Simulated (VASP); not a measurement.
Set up this calculation in VASP 6.6.1, as the native input.

- Task: relaxation of cell and atoms
- Functional: r2SCAN
- Potentials or basis: VASP PAW PBE potentials, release 64 (Sb)
- Cutoff: 550 eV
- k mesh: 8 × 8 × 8
- Occupations: fermi-dirac, width 0.1 eV
- Spin: no spin polarisation
- Dipole correction: no
- Further INCAR settings: ALGO = Normal; EDIFF = 1e-07; IBRION = 2; EDIFFG = -0.01; NSW = 80; ISIF = 3

The system is Sb.

```
CELL_PARAMETERS angstrom
0.00000 2.47000 2.47000
2.47000 0.00000 2.47000
2.47000 2.47000 0.00000
ATOMIC_POSITIONS crystal
Sb 0.00000 0.00000 0.00000
```

This isn't the form of Sb at room conditions, which is rhombohedral.

One way to write it, as run:

POSCAR

```
Sb
1.0
    0.0000000000      2.4700000000      2.4700000000
    2.4700000000      0.0000000000      2.4700000000
    2.4700000000      2.4700000000      0.0000000000
Sb
1
Direct
    0.0000000000      0.0000000000      0.0000000000
```

INCAR.step1

```
SYSTEM = Sb
PREC = Accurate ; ENCUT = 550
ISMEAR = -1 ; SIGMA = 0.1
LREAL = .False. ; LASPH = .True.
NELM = 120 ; GGA = PE
ALGO = Normal ; EDIFF = 1E-5
LWAVE = .True. ; LCHARG = .False.
GGA_COMPAT = .False. ; IBRION = 2
ISIF = 3 ; EDIFFG = -0.005
NELMIN = 4 ; NSW = 100
```

INCAR.step2

```
SYSTEM = Sb
PREC = Accurate ; ENCUT = 550
EDIFF = 1E-7 ; ISMEAR = -1
SIGMA = 0.1 ; LREAL = .False.
LASPH = .True. ; NELM = 120
ALGO = Normal ; ISIF = 3
LWAVE = .False. ; LCHARG = .False.
METAGGA = R2SCAN ; LMIXTAU = .True.
IBRION = 2 ; NSW = 80
EDIFFG = -0.01 ; ISTART = 1
GGA_COMPAT = .False. ; NELMIN = 4
```

KPOINTS

```
regular mesh
0
Gamma
  8 8 8
  0 0 0
```

Potentials or basis: VASP PAW PBE potentials, release 64 (Sb).

Run with:

```bash
$ cat potpaw_PBE.64/Sb/POTCAR > POTCAR
$ cp INCAR.step1 INCAR
$ mpirun -np 1 vasp_std > vasp.out
$ cp INCAR.step2 INCAR
$ mpirun -np 1 vasp_std > vasp.out
```

It gave:

```json
{
  "Relaxed volume": "27.35 Å³/atom",
  "Relaxed cell": "a = 3.382 Å, b = 3.382 Å, c = 3.382 Å, α = 60.00°, β = 60.00°, γ = 60.00°",
  "Space group after relaxing (to 0.1 Å)": "Fm-3m (No. 225)",
  "Energy gained by relaxing": "47.5 meV/atom",
  "Ionic steps": "6",
  "Pressure after relaxing": "0.0 GPa",
  "Band gap on the k mesh": "zero (an odd number of electrons rules out a gap without spin polarisation)"
}
```

Caveat: the PAW data sets were made with another functional, which shifts forces and pressure a little; spin-orbit coupling is left out, which moves the levels of the heavy elements.

It took 68 s on 1 thread of Intel(R) Xeon(R) 6975P-C (Granite Rapids) (shared host), peak memory 0.17 GiB.
